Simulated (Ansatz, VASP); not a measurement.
RbCl: VASP beside Ansatz

INCAR

```
ALGO = Normal
EDIFF = 1E-6
ENCUT = 500
GGA = CA
GGA_COMPAT = False
ISIF = 2
ISMEAR = 0
LASPH = True
LCHARG = True
LELF = True
LREAL = False
LVHAR = True
LWAVE = False
NBANDS = 15
NELM = 120
PREC = Accurate
SIGMA = 0.02
```

Contents of KPOINTS:

```
k-points
0
Gamma
  6 6 6
```

POSCAR

```
RbCl
1.0
    0.0000000000      3.1885406455      3.1885406455
    3.1885406455      0.0000000000      3.1885406455
    3.1885406455      3.1885406455      0.0000000000
Rb Cl
1 1
Direct
    0.0000000000      0.0000000000      0.0000000000
    0.5000000000      0.5000000000      0.5000000000
```

Input for Ansatz:

```yaml
crystal:
  lattice:
    - [0.0, 3.1885406455, 3.1885406455]
    - [3.1885406455, 0.0, 3.1885406455]
    - [3.1885406455, 3.1885406455, 0.0]
  atoms:
    - { symbol: Rb, position: [0.0, 0.0, 0.0] }
    - { symbol: Cl, position: [0.5, 0.5, 0.5] }
basis:
  ecutwfc: 420
  xc_grid: 4
kpoints:
  mp_grid: { grid: [6, 6, 6] }
hamiltonian:
  xc: lda
scf:
  occupations: { method: gaussian, width: 0.02 }
output:
  forces: true
  eigenvalues: true
  stress: true
accuracy: high
```

Alike in both runs: task single point; functional LDA; k mesh 6 × 6 × 6; occupations gaussian, width 0.02 eV; no spin polarisation.

|  | VASP | Ansatz |
| --- | --- | --- |
| version | VASP 6.6.1 | Ansatz 0.2.0 |
| potentials or method | VASP PAW LDA potentials, release 64 (Rb_sv, Cl), cutoff 500 eV | scalar-relativistic, plane waves, PAW |
| valence electrons in the cell | 16 | 16 |

```csv
,VASP,Ansatz,Ansatz less VASP
gap on the k mesh at the Fermi level (eV),4.86,4.85,-0.006
pressure (GPa),0.0,0.0,-0.04
```

LDA's correlation is that of Perdew and Zunger in VASP and of Perdew and Wang (1992) in Ansatz.
